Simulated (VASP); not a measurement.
Re:

```
Re
1.0
     2.73919    0.00000    0.00000
    -1.36959    2.37221    0.00000
     0.00000    0.00000    4.41187
Re
2
Direct
  0.33333 0.66667 0.25000
  0.66667 0.33333 0.75000
```

Base run:

* Program: VASP 6.6.1
* Functional: LDA
* Potentials or basis: VASP PAW LDA potentials, release 64 (Re)
* Cutoff: 600 eV
* k mesh: 13 × 13 × 7
* Occupations: gaussian, width 0.6 eV
* Spin: no spin polarisation

Its results: band gap on the k mesh zero (bands 7 and 8 overlap by 3.05 eV); pressure 2.6 GPa.

**Question.** The run is repeated on the same cell with these changes: occupations from gaussian, width 0.6 eV to gaussian, width 0.3 eV. What comes out?

**Answer.** Band gap on the k mesh zero (bands 7 and 8 overlap by 3.05 eV); pressure 1.8 GPa.

Caveats: so wide a smearing shifts energies and pressures; spin-orbit coupling is left out, which moves the levels of the heavy elements.
